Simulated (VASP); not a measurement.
SiC: single point with r2SCAN

SiC:

```
CELL_PARAMETERS angstrom
3.32376 0.00000 0.00000
-1.66188 2.87846 0.00000
0.00000 0.00000 10.07677
ATOMIC_POSITIONS crystal
Si 0.66667 0.33333 0.93784
Si 0.33333 0.66667 0.43784
Si 0.00000 0.00000 0.68789
Si 0.00000 0.00000 0.18789
C 0.66667 0.33333 0.74980
C 0.33333 0.66667 0.24980
C 0.00000 0.00000 0.50046
C 0.00000 0.00000 0.00046
```

This cell differs from its parent crystal: strain +0.080 along x and y, +0.000 along z.

```
Program                : VASP 6.6.1
Task                   : single point
Functional             : r2SCAN
Potentials or basis    : VASP PAW PBE potentials, release 64 (Si, C)
Cutoff                 : 520 eV
k mesh                 : 12 × 12 × 4
Occupations            : gaussian, width 0.05 eV
Spin                   : no spin polarisation
Dipole correction      : no
Further INCAR settings : ALGO = Normal; EDIFF = 1e-07; NBANDS = 26
```

```
Pressure               : -24.6 GPa
Largest force          : 0.389 eV/Å
Band gap on the k mesh : 2.13 eV, indirect (least direct gap 3.16 eV)
```

Forces on the atoms (eV/Å):
```
Si   0.000  0.000  0.331
Si   0.000  0.000  0.331
Si   0.000  0.000  0.336
Si   0.000  0.000  0.336
C    0.000  0.000 -0.389
C    0.000  0.000 -0.389
C    0.000  0.000 -0.278
C    0.000  0.000 -0.278
```

Stress tensor (GPa, compression positive):
```
-35.01   0.00   0.00
  0.00 -35.01   0.00
  0.00   0.00  -3.69
```

Levels at points of the mesh, in eV from the valence-band top:
| k point | band 12 | band 13 | band 14 | band 15 | band 16 | band 17 | band 18 | band 19 | band 20 | band 21 |
| --- | --- | --- | --- | --- | --- | --- | --- | --- | --- | --- |
| (0.00, 0.00, 0.00) | -0.91 | -0.91 | -0.12 | -0.12 | 0.00 | 3.16 | 3.88 | 4.63 | 4.67 | 5.92 |
| (0.50, 0.00, 0.00) | -2.54 | -2.49 | -1.91 | -1.43 | -1.03 | 2.13 | 2.55 | 3.86 | 4.49 | 5.33 |
| (0.00, 0.00, 0.50) | -1.31 | -0.41 | -0.41 | -0.41 | -0.41 | 3.42 | 3.42 | 4.92 | 4.92 | 6.14 |
| (0.50, 0.00, 0.50) | -3.25 | -2.36 | -2.36 | -1.55 | -1.55 | 2.51 | 2.51 | 4.32 | 4.32 | 5.83 |

It took 14 min on 1 thread of AMD EPYC 7R13 Processor (Zen 3), on a shared host, peak memory 0.28 GiB.

Caveat: the cell differs from its parent crystal (strain +0.080 along x and y, +0.000 along z); the PAW data sets were made with another functional, which shifts forces and pressure a little. A k mesh can miss the band edges.
